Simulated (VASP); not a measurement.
**HfO2: single point with PBEsol**

The system is HfO2.

```xyz
3
Lattice="0.0000 2.5744 2.5744 2.5744 0.0000 2.5744 2.5744 2.5744 0.0000" Properties=species:S:1:pos:R:3 pbc="T T T"
Hf    0.0000    0.0000    0.0000
O     3.8617    3.8617    3.8617
O     1.2872    1.2872    1.2872
```

```yaml
Program: VASP 6.6.1
Task: single point
Functional: PBEsol
Potentials_or_basis: VASP PAW PBE potentials, release 64 (Hf_pv, O)
Cutoff: 520 eV
k_mesh: 9 × 9 × 9
Occupations: fermi-dirac, width 0.05 eV
Spin: non-collinear spin, zero start, spin-orbit coupling
Starting_moments: "[[0.0, 0.0, 0.0], [0.0, 0.0, 0.0], [0.0, 0.0, 0.0]] μB"
Dipole_correction: no
Further_INCAR_settings: ALGO = Normal; EDIFF = 1e-07; NBANDS = 35
```

```
Pressure                                              : -17.5 GPa
Net moment                                            : 0.00 μB per cell
Valence electrons inside the program's atomic spheres : Hf 8.17; O 5.05
```

Moments on the atoms (μB; x, y, z):
```
Hf  0.00 0.00 0.00
O   0.00 0.00 0.00
O   0.00 0.00 0.00
```

Wall time 51 s on 1 thread of Intel(R) Xeon(R) 6975P-C (Granite Rapids), on a shared host, peak memory 0.28 GiB.

Caveat: the cell stands under tension; the PAW data sets were made with another functional, which shifts forces and pressure a little.
